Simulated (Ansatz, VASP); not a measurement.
# One calculation of AlFe3B, two programs

Contents of INCAR:

```
  PREC = Accurate
  ENCUT = 520
  EDIFF = 1E-6
  ISMEAR = -1
  SIGMA = 0.05
  LREAL = False
  LASPH = True
  NELM = 150
  ALGO = Normal
  ISIF = 2
  LWAVE = False
  LCHARG = False
  ISPIN = 2
  MAGMOM = 4.5 4.5 4.5 0 0
  LORBIT = 11
  NUPDOWN = 13.5
  LMAXMIX = 4
  GGA = PS
  NBANDS = 27
```

File KPOINTS:

```
regular mesh
0
Gamma
  6 6 6
```

Contents of POSCAR:

```
AlFe3B
1.0
    3.8223220000      0.0000000000      0.0000000000
    0.0000000000      3.8223220000      0.0000000000
    0.0000000000      0.0000000000      3.8223220000
Fe Al B
3 1 1
Direct
    0.0000000000      0.0000000000      0.5000000000
    0.0000000000      0.5000000000      0.0000000000
    0.5000000000      0.0000000000      0.0000000000
    0.5000000000      0.5000000000      0.5000000000
    0.0000000000      0.0000000000      0.0000000000
```

input.yaml

```yaml
crystal:
  lattice:
    - [3.822322, 0.0, 0.0]
    - [0.0, 3.822322, 0.0]
    - [0.0, 0.0, 3.822322]
  atoms:
    - { symbol: Fe, position: [0.0, 0.0, 0.5], spin: 4.5 }
    - { symbol: Fe, position: [0.0, 0.5, 0.0], spin: 4.5 }
    - { symbol: Fe, position: [0.5, 0.0, 0.0], spin: 4.5 }
    - { symbol: Al, position: [0.5, 0.5, 0.5] }
    - { symbol: B, position: [0.0, 0.0, 0.0] }
hamiltonian:
  xc: pbesol
  pseudopotentials: { kind: paw }
magnetization:
  spin_polarized: true
  initial_magnetization: 13.5
  spin_locking: { lock_magnetization: hard }
kpoints:
  mp_grid: { grid: [6, 6, 6] }
scf:
  occupations: { method: fermi_dirac, width: 0.05 }
  lower_state_search: "off"
output:
  forces: true
  stress: true
  eigenvalues: true
  write_density: true
  write_potential: true
  elf: true
  volumetric_format: npy
```

Alike in both runs: task single point; functional PBEsol; k mesh 6 × 6 × 6; occupations fermi-dirac, width 0.05 eV; collinear spin; fixed moment 13.5 μB.

|  | VASP | Ansatz |
| --- | --- | --- |
| version | VASP 6.6.1 | Ansatz 0.2.0 |
| potentials or method | VASP PAW PBE potentials, release 64 (Fe, Al, B) | Ansatz PAW |
| plane-wave cutoff (eV) | 520 | 420 |
| valence electrons in the cell | 30 | 54 |

```csv
,VASP,Ansatz,Ansatz less VASP
net moment per atom (μB),2.70,2.70,0.000
size of the moment on the site where the two differ most (μB),3.85,3.27,-0.579
```

VASP's potentials were made for PBE, not for PBEsol. Site moments also hang on the region over which each program counts them. VASP's potentials hold 30 valence electrons a cell and Ansatz's 54, so a difference there can come from the potentials and not from the codes.
